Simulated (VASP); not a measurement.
Write the native input for VASP 6.6.1 that does the following.

```yaml
Task: single point
Functional: r2SCAN
Potentials_or_basis: VASP PAW PBE potentials, release 64 (Cu, O)
Cutoff: 520 eV
k_mesh: 9 × 9 × 5
Occupations: fermi-dirac, width 0.05 eV
Spin: no spin polarisation
Dipole_correction: no
Further_INCAR_settings: ALGO = Normal; EDIFF = 1e-06; NBANDS = 25
```

CuO:

```
Cu O
1.0
     2.84058    0.00000    0.00000
     0.03854    2.84037    0.00000
     0.01726    0.01701    5.10638
Cu O
2 2
Direct
  0.00000 0.50000 0.00000
  0.50000 0.00000 0.50000
  0.99842 0.00167 0.74989
  0.00158 0.99833 0.25011
```

The input as run:

POSCAR

```
CuO
1.0
    2.8405840181      0.0000000000      0.0000000000
    0.0385446830      2.8403655272      0.0000000000
    0.0172589332      0.0170118330      5.1063800938
Cu O
2 2
Direct
    0.0000000000      0.5000000000      0.0000000000
    0.5000000000      0.0000000000      0.5000000000
    0.9984239700      0.0016717800      0.7498871000
    0.0015760300      0.9983282200      0.2501129000
```

INCAR.step1

```
SYSTEM = CuO
PREC = Accurate ; ENCUT = 520
ISMEAR = -1 ; SIGMA = 0.05
LREAL = .FALSE. ; LASPH = .TRUE.
NELM = 60 ; NBANDS = 25
GGA = PE ; ALGO = Normal
EDIFF = 1E-4 ; LWAVE = .TRUE.
LCHARG = .FALSE.
```

INCAR.step2

```
SYSTEM = CuO
PREC = Accurate ; ENCUT = 520
EDIFF = 1E-6 ; ISMEAR = -1
SIGMA = 0.05 ; LREAL = .FALSE.
LASPH = .TRUE. ; NELM = 60
ALGO = Normal ; ISIF = 2
LWAVE = .FALSE. ; LCHARG = .FALSE.
METAGGA = R2SCAN ; LMIXTAU = .TRUE.
NBANDS = 25 ; ISTART = 1
```

KPOINTS

```
Automatic mesh
0
G
  9 9 5
  0 0 0
```

Potentials or basis: VASP PAW PBE potentials, release 64 (Cu, O).

Run with:

```console
$ cat potpaw_PBE.64/Cu/POTCAR potpaw_PBE.64/O/POTCAR > POTCAR
$ cp INCAR.step1 INCAR
$ mpirun -np 1 vasp_std > vasp.out
$ cp INCAR.step2 INCAR
$ mpirun -np 1 vasp_std > vasp.out
```

It gave:

- Pressure: 8.1 GPa
- Largest force: 0.011 eV/Å
- Band gap on the k mesh: zero (bands 17 and 18 overlap by 0.98 eV)

Caveat: the cell stands under pressure; the PAW data sets were made with another functional, which shifts forces and pressure a little; semilocal functionals often make such compounds metallic where correlation or magnetic order opens a gap, which also shifts bond lengths.

It took 7.1 min on 1 thread of Intel(R) Xeon(R) Platinum 8375C CPU @ 2.90GHz (Ice Lake), on a shared host, peak memory 0.3 GiB.
